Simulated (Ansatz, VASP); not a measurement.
Be in VASP and in Ansatz

Contents of INCAR:

```
PREC = Accurate
ENCUT = 520
EDIFF = 1E-6
ISMEAR = 0
SIGMA = 0.15
LREAL = False
LASPH = True
NELM = 60
ALGO = Fast
ISIF = 2
LWAVE = False
LCHARG = False
GGA = PS
NBANDS = 7
```

Contents of KPOINTS:

```
regular mesh
0
Gamma
  26 26 26
```

The input POSCAR:

```
Be
1.0
   -1.2531209513      1.2531209513      1.2719177656
    1.2531209513     -1.2531209513      1.2719177656
    1.2531209513      1.2531209513     -1.2719177656
Be
1
Direct
    0.0000000000      0.0000000000      0.0000000000
```

Input for Ansatz:

```yaml
crystal:
  lattice:
    - [-1.2531209513, 1.2531209513, 1.2719177656]
    - [1.2531209513, -1.2531209513, 1.2719177656]
    - [1.2531209513, 1.2531209513, -1.2719177656]
  atoms:
    - { symbol: Be, position: [0.0, 0.0, 0.0] }
basis:
  ecutwfc: 420
kpoints:
  mp_grid: { grid: [26, 26, 26] }
hamiltonian:
  xc: pbesol
scf:
  occupations: { method: gaussian, width: 0.15 }
output:
  forces: true
  stress: true
  eigenvalues: true
```

Change from the starting cell: strain +0.000 along x and y, +0.015 along z, atoms carried along.

Alike in both runs: task single point; functional PBEsol; k mesh 26 × 26 × 26; occupations gaussian, width 0.15 eV; no spin polarisation.

|  | VASP | Ansatz |
| --- | --- | --- |
| version | VASP 6.6.1 | Ansatz 0.2.0 |
| potentials or method | VASP PAW PBE potentials, release 64 (Be), cutoff 520 eV | scalar-relativistic, plane waves, PAW |
| valence electrons in the cell | 2 | 2 |

VASP gave:

- gap on the k mesh at the Fermi level (eV): none
- pressure (GPa): -3.3
- traceless stress, the component that is largest in VASP (GPa): -1.27

Question: Which values does Ansatz return?

Answer: gap on the k mesh at the Fermi level (eV): none; pressure (GPa): -3.7; traceless stress, the component that is largest in VASP (GPa): -1.27.

VASP's potentials were made for PBE, not for PBEsol. A gap of «none» marks a metal or a gap that the smearing closes.
